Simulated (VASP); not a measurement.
Lu, 2 atoms in the cell. The structure is hexagonal, space group P6_3/mmc (No. 194). Conventional cell: a = 3.572 Å, b = 3.572 Å, c = 5.660 Å, α = 90.00°, β = 90.00°, γ = 120.00°. Lu (site symmetry -6m2) has 12 Lu at 3.50 to 3.57 Å within 4.6 Å. 

```yaml
Program: VASP 6.6.1
Task: single point
Functional: PBE
Potentials_or_basis: VASP PAW PBE potentials, release 64 (Lu)
Cutoff: 520 eV
k_mesh: 9 × 9 × 5
Occupations: fermi-dirac, width 0.05 eV
Spin: no spin polarisation
Dipole_correction: no
Further_INCAR_settings: ALGO = Fast; EDIFF = 1e-07; NBANDS = 32
```

Potentials or basis: VASP PAW PBE potentials, release 64 (Lu).

Command:

```sh
$ cat potpaw_PBE.64/Lu/POTCAR > POTCAR
$ mpirun -np 1 vasp_std > vasp.out
```

Hardware: 1 thread of Intel Xeon 8259CL (shared host).

**Question.** How long does it take, and how much memory?

**Answer.** Wall time 4.5 min on 1 thread of Intel Xeon 8259CL, with other jobs on the host, peak memory 0.22 GiB. Counts: scf iterations 34, k points 36.
